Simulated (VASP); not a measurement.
Here is a VASP 6.6.1 calculation.

File INCAR:

```
ALGO = Normal
DIPOL = 0.5 0.5 0.500
EDIFF = 1E-7
ENCUT = 520
GGA = PE
IDIPOL = 3
ISIF = 2
ISMEAR = 0
IVDW = 12
LASPH = True
LCHARG = False
LDIPOL = True
LREAL = False
LWAVE = False
NBANDS = 16
NELM = 80
PREC = Accurate
SIGMA = 0.05
```

The input KPOINTS:

```
k-points
0
Gamma
  12 12 1
```

Contents of POSCAR:

```
C
1.0
    2.4599989212      0.0000000000      0.0000000000
   -1.2299994606      2.1304215590      0.0000000000
    0.0000000000      0.0000000000     20.3673001571
C
4
Direct
    0.0000000000      0.0000000000      0.4173803001
    0.6666666667      0.3333333333      0.4173724086
    0.6666666667      0.3333333333      0.5826275919
    0.3333333333      0.6666666667      0.5826196994
```

Potentials or basis: VASP PAW PBE potentials, release 64 (C).

Command:

```sh
$ cat potpaw_PBE.64/C/POTCAR > POTCAR
$ mpirun -np 1 vasp_std > vasp.out
```

**Question.** Estimate the largest force.

**Answer.** 0.018 eV/Å.

**Question.** Predict the dispersion energy per atom.

**Answer.** -0.120 eV.

**Question.** Estimate the band gap on the k mesh.

**Answer.** Zero (filled and empty bands touch).

Forces in eV/Å, atoms in the order of the input:
```
C    0.000  0.000 -0.018
C    0.000  0.000  0.013
C    0.000  0.000 -0.013
C    0.000  0.000  0.018
```
